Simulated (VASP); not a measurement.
A run of VASP 6.6.1 is set up as follows.

The input INCAR:

```
SYSTEM = SrTe
  ALGO = Normal
  EDIFF = 1E-7
  EDIFFG = -0.005
  ENCUT = 500
  GGA = PE
  GGA_COMPAT = .FALSE.
  IBRION = 2
  ISIF = 3
  ISMEAR = -1
  LASPH = .TRUE.
  LCHARG = .FALSE.
  LREAL = .FALSE.
  LWAVE = .FALSE.
  NELM = 120
  NELMIN = 4
  NSW = 100
  PREC = Accurate
  SIGMA = 0.03
```

Contents of KPOINTS:

```
k-points
0
G
  11 11 11
  0 0 0
```

Contents of POSCAR:

```
SrTe
1.0
    0.0000000000      3.2195088072      3.2195088072
    3.2195088072      0.0000000000      3.2195088072
    3.2195088072      3.2195088072      0.0000000000
Sr Te
1 1
Direct
    0.0000000000      0.0000000000      0.0000000000
    0.5000000000      0.5000000000      0.5000000000
```

Potentials or basis: VASP PAW PBE potentials, release 64 (Sr_sv, Te).

Launch:

```bash
$ cat potpaw_PBE.64/Sr_sv/POTCAR potpaw_PBE.64/Te/POTCAR > POTCAR
$ mpirun -np 1 vasp_std > vasp.out
```

Question: What does it give for the relaxed cell?

Answer: a = 4.754 Å, b = 4.754 Å, c = 4.754 Å, α = 60.00°, β = 60.00°, γ = 60.00°.

Question: Estimate the band gap on the k mesh.

Answer: 1.79 eV (least direct gap 2.50 eV).

Question: What does it give for the space group after relaxing (to 0.1 Å)?

Answer: Fm-3m (No. 225).

Final structure:
```
Sr Te
1.0
     0.00000    3.36157    3.36157
     3.36157    0.00000    3.36157
     3.36157    3.36157    0.00000
Sr Te
1 1
Cartesian
  0.0000 0.0000 0.0000
  3.3616 3.3616 3.3616
```

Caveat: spin-orbit coupling is left out, which moves the levels of the heavy elements; an odd mesh through Γ misses points on the zone boundary, where band edges can lie.
